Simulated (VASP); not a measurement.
# ZnS (F-43m) in VASP: notebook

ZnS is run at these levels: PBE; tasks: single point.

Program: VASP 6.6.1. These are calculated values, not measurements. Logs are shortened: lines on timing, memory, paths and dates and some standing lists are left out, and cuts for length are marked.

**What was measured.**

From “Electronic, vibrational, and thermodynamic properties of ZnS (zincblende and rocksalt structure)”, 2009, arxiv:0911.5022, for a bulk crystal of ZnS at 19 K: band gap 3.85 eV (direct).

The runs below are set against these values where they give the same quantity.

## 1. The cell of the first run

The structure is cubic, space group F-43m (No. 216). Conventional cell: a = 5.409 Å, b = 5.409 Å, c = 5.409 Å, α = 90.00°, β = 90.00°, γ = 90.00°. Zn (site symmetry -43m) has 4 S at 2.34 Å within 3.1 Å. S (site symmetry -43m) has 4 Zn at 2.34 Å within 3.1 Å.

## 2. Single point, PBE

The input, INCAR:

```
ALGO = Normal ; EDIFF = 1E-7
ENCUT = 520 ; GGA = PE
ISIF = 2 ; ISMEAR = 0
LASPH = T ; LCHARG = T
LELF = T ; LREAL = F
LVHAR = T ; LWAVE = F
NBANDS = 16 ; NELM = 100
PREC = Accurate ; SIGMA = 0.05
```

The input, KPOINTS:

```
k-points
0
Gamma
  10 10 10
```

The input, POSCAR:

```
ZnS
1.0
    0.0000000000      2.7046500000      2.7046500000
    2.7046500000      0.0000000000      2.7046500000
    2.7046500000      2.7046500000      0.0000000000
Zn S
1 1
Direct
    0.0000000000      0.0000000000      0.0000000000
    0.7500000000      0.7500000000      0.7500000000
```

Potentials or basis: VASP PAW PBE potentials, release 64 (Zn, S).

Run with:

```bash
$ cat potpaw_PBE.64/Zn/POTCAR potpaw_PBE.64/S/POTCAR > POTCAR
$ mpirun -np 1 vasp_std > vasp.out
```

OUTCAR:

```text
EDIFF = 1E-7
   ENCUT = 520
   GGA = PE
   ISIF = 2
   ISMEAR = 0
   LASPH = T
   LREAL = F
   NELM = 100
   PREC = Accurate

 ion  position               nearest neighbor table
   1  0.000  0.000  0.000-   2 2.34   2 2.34   2 2.34   2 2.34
   2  0.750  0.750  0.750-   1 2.34   1 2.34   1 2.34   1 2.34

  LATTYP: Found a face centered cubic cell.
 ALAT       =     5.4093000000

  Lattice vectors:

 A1 = (   0.0000000000,   2.7046500000,   2.7046500000)
 A2 = (   2.7046500000,   0.0000000000,   2.7046500000)
 A3 = (   2.7046500000,   2.7046500000,   0.0000000000)

Analysis of symmetry for initial positions (statically):
[... 5 lines left out ...]
 face centered cubic supercell.

 Subroutine GETGRP returns: Found 24 space group operations
 (whereof 24 operations were pure point group operations)
 out of a pool of 48 trial point group operations.

The static configuration has the point symmetry T_d .

Analysis of symmetry for dynamics (positions and initial velocities):
[... 5 lines left out ...]
 face centered cubic supercell.

 Subroutine GETGRP returns: Found 24 space group operations
 (whereof 24 operations were pure point group operations)
 out of a pool of 48 trial point group operations.

The dynamic configuration has the point symmetry T_d .

 Subroutine INISYM returns: Found 24 space group operations
 (whereof 24 operations are pure point group operations),
 and found     1 'primitive' translations

----------------------------------------------------------------------------------------

                                     Primitive cell

  volume of cell :      39.5697

  direct lattice vectors                    reciprocal lattice vectors
     0.000000000  2.704650000  2.704650000    -0.184866803  0.184866803  0.184866803
     2.704650000  0.000000000  2.704650000     0.184866803 -0.184866803  0.184866803
     2.704650000  2.704650000  0.000000000     0.184866803  0.184866803 -0.184866803

  length of vectors
     3.824952711  3.824952711  3.824952711     0.320198696  0.320198696  0.320198696

  position of ions in fractional coordinates (direct lattice)
     0.000000000  0.000000000  0.000000000
     0.750000000  0.750000000  0.750000000

  ion indices of the primitive-cell ions
   primitive index   ion index
                 1           1
                 2           2

----------------------------------------------------------------------------------------

 KPOINTS: k-points

Automatic generation of k-mesh.
 Grid dimensions read from file:
 generate k-points for:   10   10   10

 Generating k-lattice:

  Cartesian coordinates                     Fractional coordinates (reciprocal lattice)
    -0.018486680  0.018486680  0.018486680     0.100000000  0.000000000  0.000000000
     0.018486680 -0.018486680  0.018486680     0.000000000  0.100000000  0.000000000
     0.018486680  0.018486680 -0.018486680     0.000000000  0.000000000  0.100000000

  Length of vectors
     0.032019870  0.032019870  0.032019870

  Shift w.r.t. Gamma in fractional coordinates (k-lattice)
     0.000000000  0.000000000  0.000000000

 Subroutine IBZKPT returns following result:
 ===========================================

 Found     47 irreducible k-points:

 Following reciprocal coordinates:
            Coordinates               Weight
  0.000000  0.000000  0.000000      1.000000
  0.100000  0.000000  0.000000      8.000000
  0.200000  0.000000  0.000000      8.000000
  0.300000  0.000000  0.000000      8.000000
  0.400000  0.000000  0.000000      8.000000
  0.500000  0.000000  0.000000      4.000000
[... 16 lines left out ...]
  0.300000  0.300000  0.000000      6.000000
  0.400000  0.300000  0.000000     24.000000
 [... further k-points ...]
   k-points           NKPTS =     47   k-points in BZ     NKDIM =     47   number of bands    NBANDS=     16
   number of dos      NEDOS =    301   number of ions     NIONS =      2
   total plane-waves  NPLWV =  21952
   dimension x,y,z NGX =    28 NGY =   28 NGZ =   28
   dimension x,y,z NGXF=    56 NGYF=   56 NGZF=   56
   ions per type =               1   1
   NGX,Y,Z   is equivalent  to a cutoff of  12.17, 12.17, 12.17 a.u.
   NGXF,Y,Z  is equivalent  to a cutoff of  24.34, 24.34, 24.34 a.u.
 SYSTEM =  unknown system
   PREC   = accura    normal or accurate (medium, high low for compatibility)
   ISTART =      0    job   : 0-new  1-cont  2-samecut
   ICHARG =      2    charge: 1-file 2-atom 10-const
   ISPIN  =      1    spin polarized calculation?
   LNONCOLLINEAR =      F non collinear calculations
   LSORBIT =      F    spin-orbit coupling
   LASPH  =      T    aspherical Exc in radial PAW
   ENCUT  =  520.0 eV  38.22 Ry    6.18 a.u.   7.11  7.11  7.11*2*pi/ulx,y,z
   NELM   =    100;   NELMIN=  2; NELMDL= -5     # of ELM steps
   EDIFF  = 0.1E-06   stopping-criterion for ELM
   LREAL  =      F    real-space projection
   EDIFFG = 0.1E-05   stopping-criterion for IOM
   NSW    =      0    number of steps for IOM
   IBRION =     -1    ionic relax: 0-MD 1-quasi-New 2-CG
   NFREE  =      0    steps in history (QN), initial steepest desc. (CG)
   ISIF   =      2    stress and relaxation
   ISYM   =      2    0-nonsym 1-usesym 2-fastsym
   POTIM  = 0.5000    time-step for ionic-motion
   TEBEG  =    0.0;   TEEND  =   0.0 temperature during run
   PSTRESS=    0.0 pullay stress
   NELECT =      18.0000    total number of electrons
   NUPDOWN=      -1.0000    fix difference up-down
   EMIN   =  10.00;   EMAX   =-10.00  energy-range for DOS
   EFERMI =   0.00;   METHOD = LEGACY
   ISMEAR =     0;   SIGMA  =   0.05  broadening in eV -4-tet -1-fermi 0-gaus
   EFERMI_NEDOS =   21; number of points for ismear=-14 and -15
   IALGO  =     38    algorithm
   IMIX   =      4    mixing-type and parameters
     AMIX     =   0.40;   BMIX     =  1.00
     AMIX_MAG =   1.60;   BMIX_MAG =  1.00
  volume/ion in A,a.u.               =      19.78       133.51
  Fermi-wavevector in a.u.,A,eV,Ry     =   1.259055  2.379268 21.568210  1.585219
  Thomas-Fermi vector in A             =   2.392634
   LORBIT       =      0    0 simple, 1 ext, 2 COOP (PROOUT), +10 PAW based schemes
   GGA     = PE    functional components
   LHFCALC =     F    Hartree Fock is set to
   AEXX    =    0.0000 exact exchange contribution
   IVDW    =     0    specifies the selected vdW correction
   LEPSILON=     F    determine dielectric tensor
   LRPA    =     F    only Hartree local field effects (RPA)
 non-spin polarized calculation
 Gauss-broadening in eV      SIGMA  =   0.05
  energy-cutoff  :      520.00
  volume of cell :       39.57
 maximum number of plane-waves:      1090
   NGX = 15   NGY = 15   NGZ = 15

 number of electron      17.9999998 magnetization

 Free energy of the ion-electron system (eV)
  ---------------------------------------------------
  ext. energy  EPLUGINS =         0.00000000
  ---------------------------------------------------
  free energy    TOTEN  =        -6.84853544 eV

  energy without entropy =       -6.84853544  energy(sigma->0) =       -6.84853544

 E-fermi :   2.3226     XC(G=0):  -9.6162

 val. band max:        2.0790891030   @ k =   0.0000   0.0000   0.0000
 cond. band min:       4.1808839735   @ k =   0.0000   0.0000   0.0000
 fundamental gap:      2.1017948704
 Fermi energy:         2.3226045013

 k-point     1 :       0.0000    0.0000    0.0000
  band No.  band energies     occupation
      1     -11.0407      2.00000
      2      -4.2478      2.00000
      3      -4.2478      2.00000
      4      -4.2478      2.00000
      5      -3.7530      2.00000
      6      -3.7530      2.00000
[... 8 lines left out ...]
     15      13.8387      0.00000
     16      13.9342      0.00000

 k-point     2 :       0.1000    0.0000    0.0000
  band No.  band energies     occupation
      1     -10.9655      2.00000
      2      -4.2477      2.00000
      3      -4.2341      2.00000
      4      -4.2341      2.00000
      5      -3.7543      2.00000
      6      -3.7543      2.00000
[... 8 lines left out ...]
     15      13.3981      0.00000
     16      14.5223      0.00000

 k-point     3 :       0.2000    0.0000    0.0000
  band No.  band energies     occupation
      1     -10.7582      2.00000
      2      -4.2295      2.00000
      3      -4.2002      2.00000
      4      -4.2002      2.00000
      5      -3.7543      2.00000
      6      -3.7543      2.00000
[... 8 lines left out ...]
     15      12.9813      0.00000
     16      14.5978      0.00000

 k-point     4 :       0.3000    0.0000    0.0000
  band No.  band energies     occupation
      1     -10.4767      2.00000
      2      -4.1639      2.00000
      3      -4.1639      2.00000
      4      -4.1408      2.00000
      5      -3.7460      2.00000
      6      -3.7460      2.00000
[... 8 lines left out ...]
     15      13.3475      0.00000
     16      14.0337      0.00000

 k-point     5 :       0.4000    0.0000    0.0000
  band No.  band energies     occupation
      1     -10.2233      2.00000
      2      -4.1407      2.00000
      3      -4.1407      2.00000
      4      -3.9027      2.00000
      5      -3.7310      2.00000
      6      -3.7310      2.00000
[... 8 lines left out ...]
     15      14.4832      0.00000
     16      14.4832      0.00000

 k-point     6 :       0.5000    0.0000    0.0000
  band No.  band energies     occupation
      1     -10.1191      2.00000
      2      -4.1335      2.00000
      3      -4.1335      2.00000
      4      -3.7229      2.00000
      5      -3.7229      2.00000
      6      -3.5512      2.00000
[... 8 lines left out ...]
     15      15.4799      0.00000
     16      15.4799      0.00000
[... 267 lines left out ...]
 k-point    21 :      -0.3000    0.2000    0.0000
  band No.  band energies     occupation
      1     -10.1428      2.00000
      2      -4.1266      2.00000
      3      -4.0962      2.00000
      4      -3.9481      2.00000
      5      -3.7630      2.00000
      6      -3.6908      2.00000
[... 8 lines left out ...]
     15      15.2744      0.00000
     16      16.5093      0.00000

 k-point    22 :      -0.2000    0.2000    0.0000
  band No.  band energies     occupation
      1     -10.3813      2.00000
      2      -4.1476      2.00000
      3      -4.1398      2.00000
      4      -4.1229      2.00000
      5      -3.7743      2.00000
      6      -3.7155      2.00000
[... 8 lines left out ...]
     15      14.9478      0.00000
     16      16.6599      0.00000

 k-point    23 :       0.3000    0.3000    0.0000
  band No.  band energies     occupation
      1     -10.2876      2.00000
      2      -4.2958      2.00000
      3      -4.0485      2.00000
      4      -4.0485      2.00000
      5      -3.7829      2.00000
      6      -3.7040      2.00000
[... 8 lines left out ...]
     15      14.9080      0.00000
     16      18.7285      0.00000

 k-point    24 :       0.4000    0.3000    0.0000
  band No.  band energies     occupation
      1     -10.0874      2.00000
      2      -4.2613      2.00000
      3      -4.0039      2.00000
      4      -3.9946      2.00000
      5      -3.7279      2.00000
      6      -3.6964      2.00000
[... 8 lines left out ...]
     15      15.4455      0.00000
     16      17.9140      0.00000

 [... further k-points ...]
[... 5 lines left out ...]
  --------------------------------------------------------------------------------------
  -------------------------------------------------------------------------------------
  Total        0.3801111      0.3801111      0.3801111      0.0000000      0.0000000     -0.0000000
  in kB       15.3906830     15.3906830     15.3906830      0.0000000      0.0000000     -0.0000000
  external PRESSURE =      15.3906830 kB  Pullay stress =       0.0000000 kB

 VOLUME and BASIS-vectors are now :
 -----------------------------------------------------------------------------
  energy-cutoff  :      520.00
  volume of cell :       39.57
      direct lattice vectors                 reciprocal lattice vectors
     0.000000000  2.704650000  2.704650000    -0.184866803  0.184866803  0.184866803
     2.704650000  0.000000000  2.704650000     0.184866803 -0.184866803  0.184866803
     2.704650000  2.704650000  0.000000000     0.184866803  0.184866803 -0.184866803

 POSITION                                       TOTAL-FORCE (eV/Angst)
 -----------------------------------------------------------------------------------
      0.00000      0.00000      0.00000        -0.000000     -0.000000      0.000000
      4.05697      4.05697      4.05697         0.000000      0.000000     -0.000000
 -----------------------------------------------------------------------------------
    total drift:                               -0.000001     -0.000001     -0.000001

  FREE ENERGIE OF THE ION-ELECTRON SYSTEM (eV)
  ---------------------------------------------------
  free  energy   TOTEN  =        -6.8485354355 eV

  energy  without entropy=       -6.8485354355  energy(sigma->0) =       -6.84853544
```

Run time: 20 s. Hardware: 1 thread of Intel Xeon Platinum 8488C (Sapphire Rapids), shared host; peak memory 0.17 GiB.

What came out:

```
Free energy            : -6.8485 eV
Pressure               : 1.5 GPa
Band gap on the k mesh : 2.10 eV, direct
```

Levels at points of the mesh, in eV from the valence-band top:
```
           k point  band 5  band 6  band 7  band 8  band 9  band 10  band 11  band 12  band 13  band 14
(0.00, 0.00, 0.00)   -5.83   -5.83    0.00    0.00    0.00     2.10     6.40     6.40     6.40    11.76
(0.50, 0.00, 0.00)   -5.80   -5.63   -5.27   -0.86   -0.86     3.31     6.93     6.93     8.87    12.16
(0.50, 0.50, 0.00)   -5.76   -5.62   -4.55   -2.21   -2.21     3.41     4.08    10.96    11.95    11.95
```

## 3. Single point, PBE

This run uses another cell than the first one: it holds 8 atoms, not 2.

The input, INCAR:

```
ALGO = Normal ; EDIFF = 1E-6
ENCUT = 520 ; GGA = PE
ISIF = 2 ; ISMEAR = 0
LASPH = T ; LCHARG = T
LELF = T ; LREAL = F
LVHAR = T ; LWAVE = F
NBANDS = 46 ; NELM = 80
PREC = Accurate ; SIGMA = 0.05
```

The input, KPOINTS:

```
k-points
0
Gamma
  7 7 3
```

The input, POSCAR:

```
ZnS
1.0
   -2.7046500000     -2.7046500000      0.0000000000
    2.7046500000     -2.7046500000      0.0000000000
    0.0000000000      0.0000000000     10.8186000000
Zn S
4 4
Direct
    0.0000000000      0.0000000000      0.0000000000
    0.5000000000      0.5000000000      0.2500000000
    0.0000000000      0.0000000000      0.5000000000
    0.5000000000      0.5000000000      0.7500000000
    0.5000000000      0.0000000000      0.3750000000
    0.0000000000      0.5000000000      0.6250000000
    0.5000000000      0.0000000000      0.8750000000
    0.0000000000      0.5000000000      0.1250000000
```

Potentials or basis: VASP PAW PBE potentials, release 64 (Zn, S).

Run with:

```bash
$ cat potpaw_PBE.64/Zn/POTCAR potpaw_PBE.64/S/POTCAR > POTCAR
$ mpirun -np 1 vasp_std > vasp.out
```

Wall time 1.7 min (1 thread of Intel Xeon 6975P-C, shared host); peak memory 0.3 GiB.

Results (log left out):

- Free energy: -27.3931 eV
- Pressure: 1.5 GPa
- Band gap on the k mesh: 2.10 eV

Levels at points of the mesh, in eV from the valence-band top:
```
           k point  band 34  band 35  band 36  band 37  band 38  band 39
(0.00, 0.00, 0.00)     0.00     0.00     0.00     2.10     3.41     4.08
```

## 4. Single point, PBE

This run uses another cell than the first one: it holds 6 atoms, not 2.

The input, INCAR:

```
ALGO = Normal
EDIFF = 1E-6
ENCUT = 520
GGA = PE
ISIF = 2
ISMEAR = 0
LASPH = T
LCHARG = F
LREAL = F
LWAVE = F
NBANDS = 36
NELM = 80
PREC = Accurate
SIGMA = 0.05
```

The input, KPOINTS:

```
k-points
0
Gamma
  8 8 3
```

The input, POSCAR:

```
ZnS
1.0
    2.7046500000     -2.7046500000      0.0000000000
    2.7046500000      0.0000000000     -2.7046500000
    5.4093000000      5.4093000000      5.4093000000
Zn S
3 3
Direct
    0.6666666667      0.6666666667      0.3333333333
    0.0000000000      0.0000000000      0.0000000000
    0.3333333333      0.3333333333      0.6666666667
    0.6666666667      0.6666666667      0.0833333333
    1.0000000000      1.0000000000      0.7500000000
    0.3333333333      0.3333333333      0.4166666667
```

Run with:

```bash
$ cat potpaw_PBE.64/Zn/POTCAR potpaw_PBE.64/S/POTCAR > POTCAR
$ mpirun -np 1 vasp_std > vasp.out
```

Run time: 2.4 min. Hardware: 1 thread of Intel Xeon 8259CL, shared host; peak memory 0.27 GiB.

It converged, with:

| Quantity | Value |
| --- | --- |
| Free energy | -20.5452 eV |
| Pressure | 1.5 GPa |
| Band gap on the k mesh | 2.10 eV |

Levels at points of the mesh, in eV from the valence-band top:
```
           k point  band 24  band 25  band 26  band 27  band 28  band 29  band 30  band 31
(0.00, 0.00, 0.00)    -0.67     0.00     0.00     0.00     2.10     3.43     3.43     6.40
(0.50, 0.00, 0.00)    -1.81    -1.81    -1.24    -1.24     3.41     4.08     4.29     4.29
```

## 5. The runs side by side

| cell | k mesh | gap on the mesh (eV) | pressure (GPa) |
| --- | --- | --- | --- |
| a = 3.825 Å, angles 60.0°, 2 atoms | 10 × 10 × 10 | 2.10 | 1.5 |
| a = 3.825, b = 3.825, c = 10.819 Å, 8 atoms | 7 × 7 × 3 | 2.10 | 1.5 |
| a = 3.825, b = 3.825, c = 9.369 Å, angles 90.0, 90.0, 60.0°, 6 atoms | 8 × 8 × 3 | 2.10 | 1.5 |

Alike in all rows: task single point; level PBE; potentials or basis VASP PAW PBE potentials, release 64 (Zn, S); no spin polarisation; cutoff (eV) 520; smearing gaussian 0.05 eV.

Absolute energies hang on the potentials; compare differences alone.

## 6. How close it comes

Step 2. Against the measured gap of ZnS, 3.85 eV (direct; 19 K; quoted in “Electronic, vibrational, and thermodynamic properties of ZnS (zincblende and rocksalt structure)”, 2009, arxiv:0911.5022), the calculated 2.10 eV is off by -1.75 eV. The value is that of PBE, without temperature or zero-point motion. Semilocal functionals fall short of measured gaps as a rule.
